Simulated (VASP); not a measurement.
# HfB2 (P6/mmm) in VASP: further runs

Runs on HfB2. Level: PBEsol. Tasks: single point.

Program: VASP 6.6.1. These are calculated values, not measurements. Logs are shortened: lines on timing, memory, paths and dates and some standing lists are left out, and cuts for length are marked.

## 1. The cell of the first run

The structure is hexagonal, space group P6/mmm (No. 191). Conventional cell: a = 3.150 Å, b = 3.150 Å, c = 3.492 Å, α = 90.00°, β = 90.00°, γ = 120.00°. Hf (site symmetry 6/mmm) has 12 B at 2.52 Å and 6 Hf at 3.15 Å within 3.3 Å. Within 2.4 Å of B (site symmetry -6m2) lie 3 B at 1.82 Å.

## 2. Single point, PBEsol (10.00 Å³/atom)

INCAR

```
ALGO = Normal ; EDIFF = 1E-6
ENCUT = 520 ; GGA = PS
ISIF = 2 ; ISMEAR = -1
LASPH = True ; LCHARG = False
LREAL = False ; LWAVE = False
NBANDS = 15 ; NELM = 100
PREC = Accurate ; SIGMA = 0.05
```

KPOINTS

```
k-points
0
Gamma
  13 13 11
```

POSCAR

```
HfB2
1.0
    3.1504320712      0.0000000000      0.0000000000
   -1.5752160356      2.7283542065      0.0000000000
    0.0000000000      0.0000000000      3.4915615467
Hf B
1 2
Direct
    0.0000000000      0.0000000000      0.0000000000
    0.3333333333      0.6666666667      0.5000000000
    0.6666666667      0.3333333333      0.5000000000
```

Potentials or basis: VASP PAW PBE potentials, release 64 (Hf_pv, B).

Launch:

```bash
$ cat potpaw_PBE.64/Hf_pv/POTCAR potpaw_PBE.64/B/POTCAR > POTCAR
$ mpirun -np 1 vasp_std > vasp.out
```

OUTCAR:

```text
EDIFF = 1E-6
   ENCUT = 520
   GGA = PS
   ISIF = 2
   ISMEAR = -1
   LASPH = True
   LREAL = False
   NELM = 100
   PREC = Accurate

 ion  position               nearest neighbor table
   1  0.000  0.000  0.000-   2 2.52   3 2.52   2 2.52   3 2.52   2 2.52   2 2.52   3 2.52   3 2.52
                             3 2.52   3 2.52   2 2.52   2 2.52
   2  0.333  0.667  0.500-   3 1.82   3 1.82   3 1.82   1 2.52   1 2.52   1 2.52   1 2.52   1 2.52
                             1 2.52
   3  0.667  0.333  0.500-   2 1.82   2 1.82   2 1.82   1 2.52   1 2.52   1 2.52   1 2.52   1 2.52
                             1 2.52

  LATTYP: Found a hexagonal cell.
 ALAT       =     3.1504320712
 C/A-ratio  =     1.1082802193

  Lattice vectors:

 A1 = (   3.1504320712,   0.0000000000,   0.0000000000)
 A2 = (  -1.5752160356,   2.7283542065,   0.0000000000)
 A3 = (   0.0000000000,   0.0000000000,   3.4915615467)

Analysis of symmetry for initial positions (statically):
=====================================================================
 Subroutine PRICEL returns:
 Original cell was already a primitive cell.

 Routine SETGRP: Setting up the symmetry group for a
 hexagonal supercell.

 Subroutine GETGRP returns: Found 24 space group operations
 (whereof 24 operations were pure point group operations)
 out of a pool of 24 trial point group operations.

The static configuration has the point symmetry D_6h.

Analysis of symmetry for dynamics (positions and initial velocities):
=====================================================================
 Subroutine PRICEL returns:
 Original cell was already a primitive cell.

 Routine SETGRP: Setting up the symmetry group for a
 hexagonal supercell.

 Subroutine GETGRP returns: Found 24 space group operations
 (whereof 24 operations were pure point group operations)
 out of a pool of 24 trial point group operations.

The dynamic configuration has the point symmetry D_6h.

 Subroutine INISYM returns: Found 24 space group operations
 (whereof 24 operations are pure point group operations),
 and found     1 'primitive' translations

----------------------------------------------------------------------------------------

                                     Primitive cell

  volume of cell :      30.0117

  direct lattice vectors                    reciprocal lattice vectors
     3.150432071  0.000000000  0.000000000     0.317416779  0.183260663  0.000000000
    -1.575216036  2.728354207  0.000000000     0.000000000  0.366521325  0.000000000
     0.000000000  0.000000000  3.491561547     0.000000000  0.000000000  0.286404804

  length of vectors
     3.150432071  3.150432071  3.491561547     0.366521325  0.366521325  0.286404804

  position of ions in fractional coordinates (direct lattice)
     0.000000000  0.000000000  0.000000000
     0.333333333  0.666666667  0.500000000
     0.666666667  0.333333333  0.500000000

  ion indices of the primitive-cell ions
   primitive index   ion index
                 1           1
                 2           2
                 3           3

----------------------------------------------------------------------------------------

 KPOINTS: k-points

Automatic generation of k-mesh.
 Grid dimensions read from file:
 generate k-points for:   13   13   11

 Generating k-lattice:

  Cartesian coordinates                     Fractional coordinates (reciprocal lattice)
     0.024416675  0.014096974  0.000000000     0.076923077  0.000000000  0.000000000
     0.000000000  0.028193948  0.000000000     0.000000000  0.076923077  0.000000000
     0.000000000  0.000000000  0.026036800     0.000000000  0.000000000  0.090909091

  Length of vectors
     0.028193948  0.028193948  0.026036800

  Shift w.r.t. Gamma in fractional coordinates (k-lattice)
     0.000000000  0.000000000  0.000000000

 Subroutine IBZKPT returns following result:
 ===========================================

 Found    126 irreducible k-points:

 Following reciprocal coordinates:
            Coordinates               Weight
  0.000000  0.000000  0.000000      1.000000
  0.076923  0.000000  0.000000      6.000000
  0.153846 -0.000000  0.000000      6.000000
  0.230769 -0.000000  0.000000      6.000000
  0.307692 -0.000000  0.000000      6.000000
  0.384615 -0.000000  0.000000      6.000000
[... 16 lines left out ...]
  0.076923  0.000000  0.090909     12.000000
  0.153846 -0.000000  0.090909     12.000000
 [... further k-points ...]
   k-points           NKPTS =    126   k-points in BZ     NKDIM =    126   number of bands    NBANDS=     15
   number of dos      NEDOS =    301   number of ions     NIONS =      3
   total plane-waves  NPLWV =  16128
   dimension x,y,z NGX =    24 NGY =   24 NGZ =   28
   dimension x,y,z NGXF=    48 NGYF=   48 NGZF=   56
   ions per type =               1   2
   NGX,Y,Z   is equivalent  to a cutoff of  12.66, 12.66, 13.33 a.u.
   NGXF,Y,Z  is equivalent  to a cutoff of  25.33, 25.33, 26.66 a.u.
 SYSTEM =  unknown system
   PREC   = accura    normal or accurate (medium, high low for compatibility)
   ISTART =      0    job   : 0-new  1-cont  2-samecut
   ICHARG =      2    charge: 1-file 2-atom 10-const
   ISPIN  =      1    spin polarized calculation?
   LNONCOLLINEAR =      F non collinear calculations
   LSORBIT =      F    spin-orbit coupling
   LASPH  =      T    aspherical Exc in radial PAW
   ENCUT  =  520.0 eV  38.22 Ry    6.18 a.u.   5.86  5.86  6.49*2*pi/ulx,y,z
   NELM   =    100;   NELMIN=  2; NELMDL= -5     # of ELM steps
   EDIFF  = 0.1E-05   stopping-criterion for ELM
   LREAL  =      F    real-space projection
   EDIFFG = 0.1E-04   stopping-criterion for IOM
   NSW    =      0    number of steps for IOM
   IBRION =     -1    ionic relax: 0-MD 1-quasi-New 2-CG
   NFREE  =      0    steps in history (QN), initial steepest desc. (CG)
   ISIF   =      2    stress and relaxation
   ISYM   =      2    0-nonsym 1-usesym 2-fastsym
   POTIM  = 0.5000    time-step for ionic-motion
   TEBEG  =    0.0;   TEEND  =   0.0 temperature during run
   PSTRESS=    0.0 pullay stress
   NELECT =      16.0000    total number of electrons
   NUPDOWN=      -1.0000    fix difference up-down
   EMIN   =  10.00;   EMAX   =-10.00  energy-range for DOS
   EFERMI =   0.00;   METHOD = LEGACY
   ISMEAR =    -1;   SIGMA  =   0.05  broadening in eV -4-tet -1-fermi 0-gaus
   EFERMI_NEDOS =   21; number of points for ismear=-14 and -15
   IALGO  =     38    algorithm
   IMIX   =      4    mixing-type and parameters
     AMIX     =   0.40;   BMIX     =  1.00
     AMIX_MAG =   1.60;   BMIX_MAG =  1.00
  volume/ion in A,a.u.               =      10.00        67.51
  Fermi-wavevector in a.u.,A,eV,Ry     =   1.327449  2.508516 23.975123  1.762122
  Thomas-Fermi vector in A             =   2.456761
   LORBIT       =      0    0 simple, 1 ext, 2 COOP (PROOUT), +10 PAW based schemes
   GGA     = PS    functional components
   LHFCALC =     F    Hartree Fock is set to
   AEXX    =    0.0000 exact exchange contribution
   IVDW    =     0    specifies the selected vdW correction
   LEPSILON=     F    determine dielectric tensor
   LRPA    =     F    only Hartree local field effects (RPA)
 non-spin polarized calculation
  energy-cutoff  :      520.00
  volume of cell :       30.01
 maximum number of plane-waves:       824
 NGX is ok and might be reduce to    24
   NGX = 11   NGY = 11   NGZ = 13

 number of electron      15.9999998 magnetization

 Free energy of the ion-electron system (eV)
  ---------------------------------------------------
  ext. energy  EPLUGINS =         0.00000000
  ---------------------------------------------------
  free energy    TOTEN  =       -27.84923638 eV

  energy without entropy =      -27.84758416  energy(sigma->0) =      -27.84841027

 E-fermi :   7.5416     XC(G=0): -12.6349

 val. band max:        7.4787956779   @ k =   0.0769   0.0000   0.2727
 cond. band min:       7.5882826615   @ k =   0.3077   0.1538   0.0000
 fundamental gap:      0.1094869836
 Fermi energy:         7.5415822014

 k-point     1 :       0.0000    0.0000    0.0000
  band No.  band energies     occupation
      1     -23.1354      2.00000
      2     -22.6410      2.00000
      3     -22.6410      2.00000
      4      -6.1942      2.00000
      5       4.4564      2.00000
      6       4.6065      2.00000
      7       4.6065      2.00000
      8       4.7214      2.00000
      9      11.4162      0.00000
     10      11.4162      0.00000
     11      12.0831      0.00000
     12      12.0831      0.00000
     13      12.4283      0.00000
     14      12.4283      0.00000
     15      12.4613      0.00000

 k-point     2 :       0.0769    0.0000    0.0000
  band No.  band energies     occupation
      1     -23.1281      2.00000
      2     -22.6863      2.00000
      3     -22.6510      2.00000
      4      -6.0670      2.00000
      5       4.2418      2.00000
      6       4.5855      2.00000
      7       4.5997      2.00000
      8       4.6100      2.00000
      9      11.0814      0.00000
     10      11.3275      0.00000
     11      11.4550      0.00000
     12      11.5811      0.00000
     13      12.8642      0.00000
     14      13.1839      0.00000
     15      13.4257      0.00000

 k-point     3 :       0.1538   -0.0000    0.0000
  band No.  band energies     occupation
      1     -23.1078      2.00000
      2     -22.8100      2.00000
      3     -22.6788      2.00000
      4      -5.6973      2.00000
      5       3.3514      2.00000
      6       4.3333      2.00000
      7       4.5596      2.00000
      8       4.9049      2.00000
      9      10.0255      0.00000
     10      11.0943      0.00000
     11      11.1208      0.00000
     12      11.7823      0.00000
     13      13.3204      0.00000
     14      14.3214      0.00000
     15      14.4099      0.00000
[... 343 lines left out ...]
 k-point    23 :       0.0769    0.0000    0.0909
  band No.  band energies     occupation
      1     -23.1499      2.00000
      2     -22.6846      2.00000
      3     -22.6494      2.00000
      4      -5.9395      2.00000
      5       3.4793      2.00000
      6       4.3115      2.00000
      7       4.6660      2.00000
      8       5.6473      2.00000
      9      10.3108      0.00000
     10      10.3151      0.00000
     11      11.7689      0.00000
     12      11.9529      0.00000
     13      13.0740      0.00000
     14      13.3878      0.00000
     15      13.8803      0.00000

 k-point    24 :       0.1538   -0.0000    0.0909
  band No.  band energies     occupation
      1     -23.1291      2.00000
      2     -22.8079      2.00000
      3     -22.6771      2.00000
      4      -5.5780      2.00000
      5       3.3274      2.00000
      6       3.6395      2.00000
      7       4.5804      2.00000
      8       5.5588      2.00000
      9       9.6956      0.00000
     10      10.1316      0.00000
     11      12.0027      0.00000
     12      12.1602      0.00000
     13      12.9795      0.00000
     14      14.3347      0.00000
     15      14.7575      0.00000

 [... further k-points ...]
[... 5 lines left out ...]
  --------------------------------------------------------------------------------------
  -------------------------------------------------------------------------------------
  Total       -1.2393649     -1.2393649     -1.3992873      0.0000000      0.0000000     -0.0000000
  in kB      -66.1636130    -66.1636130    -74.7010862      0.0000000      0.0000000     -0.0000000
  external PRESSURE =     -69.0094374 kB  Pullay stress =       0.0000000 kB

 VOLUME and BASIS-vectors are now :
 -----------------------------------------------------------------------------
  energy-cutoff  :      520.00
  volume of cell :       30.01
      direct lattice vectors                 reciprocal lattice vectors
     3.150432071  0.000000000  0.000000000     0.317416779  0.183260663  0.000000000
    -1.575216036  2.728354207  0.000000000     0.000000000  0.366521325  0.000000000
     0.000000000  0.000000000  3.491561547     0.000000000  0.000000000  0.286404804

 POSITION                                       TOTAL-FORCE (eV/Angst)
 -----------------------------------------------------------------------------------
      0.00000      0.00000      0.00000         0.000000      0.000000     -0.000000
     -0.00000      1.81890      1.74578         0.000000      0.000000      0.000000
      1.57522      0.90945      1.74578        -0.000000     -0.000000     -0.000000
 -----------------------------------------------------------------------------------
    total drift:                               -0.000000      0.000000      0.000000

  FREE ENERGIE OF THE ION-ELECTRON SYSTEM (eV)
  ---------------------------------------------------
  free  energy   TOTEN  =       -27.8492363773 eV

  energy  without entropy=      -27.8475841569  energy(sigma->0) =      -27.84841027
```

Run time: 81 s. Hardware: 1 thread of Intel Xeon 8259CL, shared host; peak memory 0.19 GiB.

What came out:

* Free energy: -27.8492 eV
* Pressure: -6.9 GPa
* Band gap on the k mesh: zero (bands 8 and 9 overlap by 1.01 eV)

Caveat: the cell stands under tension; the PAW data sets were made with another functional, which shifts forces and pressure a little; spin-orbit coupling is left out, which moves the levels of the heavy elements.

## 3. Single point, PBEsol (10.30 Å³/atom)

This run uses another cell than the first one, of 10.30 Å³/atom.

INCAR

```
ALGO = Normal ; EDIFF = 1E-6
ENCUT = 520 ; GGA = PS
ISIF = 2 ; ISMEAR = -1
LASPH = T ; LCHARG = F
LREAL = F ; LWAVE = F
NBANDS = 15 ; NELM = 100
PREC = Accurate ; SIGMA = 0.05
```

KPOINTS is that of step 2.

POSCAR

```
HfB2
1.0
    3.1813206298      0.0000000000      0.0000000000
   -1.5906603150      2.7551044830      0.0000000000
    0.0000000000      0.0000000000      3.5257947253
Hf B
1 2
Direct
    0.0000000000      0.0000000000      0.0000000000
    0.3333333333      0.6666666667      0.5000000000
    0.6666666667      0.3333333333      0.5000000000
```

Potentials or basis: VASP PAW PBE potentials, release 64 (Hf_pv, B).

Launch:

```bash
$ cat potpaw_PBE.64/Hf_pv/POTCAR potpaw_PBE.64/B/POTCAR > POTCAR
$ mpirun -np 1 vasp_std > vasp.out
```

Wall time 82 s (1 thread of Intel Xeon 8259CL, shared host); peak memory 0.19 GiB.

Results (log left out):

```yaml
Free_energy: -27.7924 eV
Pressure: -13.5 GPa
Band_gap_on_the_k_mesh: zero (bands 8 and 9 overlap by 0.97 eV)
```

Levels at points of the mesh, in eV from the Fermi level:
```
           k point  band 6  band 7  band 8  band 9  band 10  band 11
(0.00, 0.00, 0.00)   -2.87   -2.87   -2.82    3.73     3.73     4.39
```

Caveat: the cell stands under tension; the PAW data sets were made with another functional, which shifts forces and pressure a little; spin-orbit coupling is left out, which moves the levels of the heavy elements.
